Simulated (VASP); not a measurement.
Write the native input for VASP 6.6.1 that does the following.

```
Task                   : single point
Functional             : PBE
Potentials or basis    : VASP PAW PBE potentials, release 64 (Al, As)
Cutoff                 : 500 eV
k mesh                 : 8 × 8 × 8
Occupations            : gaussian, width 0.01 eV
Spin                   : no spin polarisation
Dipole correction      : no
Further INCAR settings : ALGO = Normal; EDIFF = 1e-06; NBANDS = 11
```

The structure of AlAs lies in POSCAR:

```
AlAs
1.0
    0.0000000000      2.8389251754      2.8389251754
    2.8389251754      0.0000000000      2.8389251754
    2.8389251754      2.8389251754      0.0000000000
Al As
1 1
Direct
    0.0000000000      0.0000000000      0.0000000000
    0.2500000000      0.2500000000      0.2500000000
```

One way to write it, as run:

INCAR

```
ALGO = Normal ; EDIFF = 1E-6
ENCUT = 500 ; GGA = PE
GGA_COMPAT = False ; ISIF = 2
ISMEAR = 0 ; LASPH = True
LCHARG = False ; LREAL = False
LWAVE = False ; NBANDS = 11
NELM = 120 ; PREC = Accurate
SIGMA = 0.01
```

KPOINTS

```
k-points
0
Gamma
  8 8 8
```

Potentials or basis: VASP PAW PBE potentials, release 64 (Al, As).

Command:

```console
$ cat potpaw_PBE.64/Al/POTCAR potpaw_PBE.64/As/POTCAR > POTCAR
$ mpirun -np 1 vasp_std > vasp.out
```

Results of the run:

```yaml
Pressure: 2.1 GPa
Band_gap_on_the_k_mesh: 1.45 eV (least direct gap 1.99 eV)
```

It took 17 s on 1 thread of Intel Xeon 8259CL, on a shared host, peak memory 0.17 GiB.
